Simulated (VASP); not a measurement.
A run of VASP 6.6.1:

The input INCAR:

```
SYSTEM = Ca3H
PREC = Accurate ; ENCUT = 520
EDIFF = 1E-7 ; ISMEAR = 0
SIGMA = 0.1 ; LREAL = .FALSE.
LASPH = .TRUE. ; NELM = 80
ALGO = Normal ; ISIF = 2
LWAVE = .FALSE. ; LCHARG = .FALSE.
GGA = PE ; NBANDS = 24
```

Contents of KPOINTS:

```
regular mesh
0
G
  6 6 6
  0 0 0
```

File POSCAR:

```
Ca3H
1.0
   -2.3892132122      2.3892132122      5.9638223690
    2.3892132122     -2.3892132122      5.9638223690
    2.3892132122      2.3892132122     -5.9638223690
Ca H
3 1
Direct
    0.5000000000      0.5000000000      0.0000000000
    0.2500000000      0.7500000000      0.5000000000
    0.7500000000      0.2500000000      0.5000000000
    0.0000000000      0.0000000000      0.0000000000
```

Potentials or basis: VASP PAW PBE potentials, release 64 (Ca_sv, H).

Launch:

```bash
$ cat potpaw_PBE.64/Ca_sv/POTCAR potpaw_PBE.64/H/POTCAR > POTCAR
$ mpirun -np 1 vasp_std > vasp.out
```

Hardware: 1 thread of Intel(R) Xeon(R) Platinum 8375C CPU @ 2.90GHz (Ice Lake) (shared host).

Problem. How long does it take, and how much memory?

Solution. Run time: 3.1 min on 1 thread of Intel(R) Xeon(R) Platinum 8375C CPU @ 2.90GHz (Ice Lake), with other jobs on the host, peak memory 0.39 GiB. Counts: scf iterations 15, k points 30.
